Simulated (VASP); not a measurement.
BAs, 2 atoms in the cell. The structure is cubic, space group F-43m (No. 216). Conventional cell: a = 4.777 Å, b = 4.777 Å, c = 4.777 Å, α = 90.00°, β = 90.00°, γ = 90.00°. Within 2.7 Å of As (site symmetry -43m) lie 4 B at 2.07 Å. B (site symmetry -43m) has 4 As at 2.07 Å within 2.7 Å. 

```yaml
Program: VASP 6.6.1
Task: relaxation of cell and atoms
Functional: PBEsol
Potentials_or_basis: VASP PAW PBE potentials, release 64 (As, B)
Cutoff: 600 eV
k_mesh: 10 × 10 × 10
Occupations: fermi-dirac, width 0.05 eV
Spin: no spin polarisation
Target_pressure: 20 GPa
Dipole_correction: no
Further_INCAR_settings: ALGO = Normal; EDIFF = 1e-06; IBRION = 2; EDIFFG = -0.01; NSW = 60; ISIF = 3
```

Potentials or basis: VASP PAW PBE potentials, release 64 (As, B).

Command:

```sh
$ cat potpaw_PBE.64/As/POTCAR potpaw_PBE.64/B/POTCAR > POTCAR
$ mpirun -np 1 vasp_std > vasp.out
```

Hardware: 1 thread of Intel(R) Xeon(R) Platinum 8259CL CPU @ 2.50GHz (Skylake/Cascade Lake), on a shared host.

Question: How long does it take, and how much memory?

Answer: Run time: 53 s on 1 thread of Intel(R) Xeon(R) Platinum 8259CL CPU @ 2.50GHz (Skylake/Cascade Lake) (shared host), peak memory 0.17 GiB. Counts: scf iterations 30, k points 47, ion steps 4.
